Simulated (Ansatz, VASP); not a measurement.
Ge in VASP and in Ansatz

File POSCAR:

```
Ge
1.0
    4.0951263279      0.0000000000      0.0000000000
   -2.0475631640      3.5464834011      0.0000000000
    0.0000000000      0.0000000000      6.7604015512
Ge
4
Direct
    0.6666666667      0.3333333333      0.0629010000
    0.3333333333      0.6666666667      0.5629010000
    0.6666666667      0.3333333333      0.4370990000
    0.3333333333      0.6666666667      0.9370990000
```

Contents of INCAR.step1:

```
PREC = Accurate
ENCUT = 520
ISMEAR = 1
SIGMA = 0.15
LREAL = F
LASPH = T
NELM = 60
NBANDS = 36
GGA = PE
ALGO = Normal
EDIFF = 1E-4
LWAVE = T
LCHARG = F
```

Contents of INCAR.step2:

```
PREC = Accurate
ENCUT = 520
EDIFF = 1E-6
ISMEAR = 1
SIGMA = 0.15
LREAL = F
LASPH = T
NELM = 60
ALGO = Normal
ISIF = 2
LWAVE = F
LCHARG = F
METAGGA = R2SCAN
LMIXTAU = T
NBANDS = 36
ISTART = 1
```

Contents of KPOINTS:

```
Automatic mesh
0
Gamma
  7 7 4
```

Input for Ansatz:

```yaml
crystal:
  lattice:
    - [4.095126327901809, 0.0, 0.0]
    - [-2.0475631639509047, 3.5464834011289987, 0.0]
    - [0.0, 0.0, 6.760401551230164]
  atoms:
    - { symbol: Ge, position: [0.6666666666666666, 0.3333333333333333, 0.062901] }
    - { symbol: Ge, position: [0.3333333333333333, 0.6666666666666666, 0.562901] }
    - { symbol: Ge, position: [0.6666666666666666, 0.3333333333333333, 0.437099] }
    - { symbol: Ge, position: [0.3333333333333333, 0.6666666666666666, 0.937099] }
basis:
  ecutwfc: 600.0
kpoints:
  mp_grid:
    grid: [7, 7, 4]
hamiltonian:
  xc: r2scan
  pseudopotentials:
    kind: paw
scf:
  occupations:
    method: methfessel_paxton
    width: 0.15
output:
  stress: true
```

Alike in both runs: task single point; functional r2SCAN; k mesh 7 × 7 × 4; occupations methfessel-paxton of order 1, width 0.15 eV; no spin polarisation.

```csv
,VASP,Ansatz
version,VASP 6.6.1,Ansatz 0.2.0
potentials or method,"VASP PAW PBE potentials, release 64 (Ge_d), cutoff 520 eV","plane waves, PAW"
valence electrons in the cell,56,56
```

Ansatz gave:

- pressure (GPa): -4.3
- traceless stress, the component that is largest in VASP (GPa): -0.08

Problem. What did VASP give for the same quantities?

Solution. Pressure (GPa): -4.3; traceless stress, the component that is largest in VASP (GPa): -0.11.

VASP's potentials were made for PBE, not for r2SCAN. The functional is the same, so the differences come from potentials, cutoffs and numerics.
